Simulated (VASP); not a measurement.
A run of VASP 6.6.1:

INCAR

```
  PREC = Accurate
  ENCUT = 520
  EDIFF = 1E-6
  ISMEAR = -1
  SIGMA = 0.05
  LREAL = False
  LASPH = True
  NELM = 60
  ALGO = Normal
  ISIF = 2
  LWAVE = False
  LCHARG = False
  GGA = PE
  NBANDS = 64
```

The input KPOINTS:

```
regular mesh
0
Gamma
  5 5 5
```

POSCAR

```
SnO2
1.0
    5.1752560000      0.0000000000      0.0000000000
    0.0000000000      5.1752560000      0.0000000000
    0.0000000000      0.0000000000      5.1752560000
Sn O
4 8
Direct
    0.0000000000      0.0000000000      0.0000000000
    0.5000000000      0.0000000000      0.5000000000
    0.5000000000      0.5000000000      0.0000000000
    0.0000000000      0.5000000000      0.5000000000
    0.6610980000      0.8389020000      0.1610980000
    0.8389020000      0.1610980000      0.6610980000
    0.1610980000      0.6610980000      0.8389020000
    0.3389020000      0.3389020000      0.3389020000
    0.6610980000      0.6610980000      0.6610980000
    0.8389020000      0.3389020000      0.1610980000
    0.1610980000      0.8389020000      0.3389020000
    0.3389020000      0.1610980000      0.8389020000
```

Potentials or basis: VASP PAW PBE potentials, release 64 (Sn_d, O).

Run with:

```sh
$ cat potpaw_PBE.64/Sn_d/POTCAR potpaw_PBE.64/O/POTCAR > POTCAR
$ mpirun -np 1 vasp_std > vasp.out
```

Hardware: 1 thread of AMD EPYC 7R43 64-Core Processor (Zen 3), on a shared host.

Problem. Estimate the wall time of this run.

Solution. It took 120 s on 1 thread of AMD EPYC 7R43 64-Core Processor (Zen 3) (shared host), peak memory 0.22 GiB. Counts: scf iterations 14, k points 11.
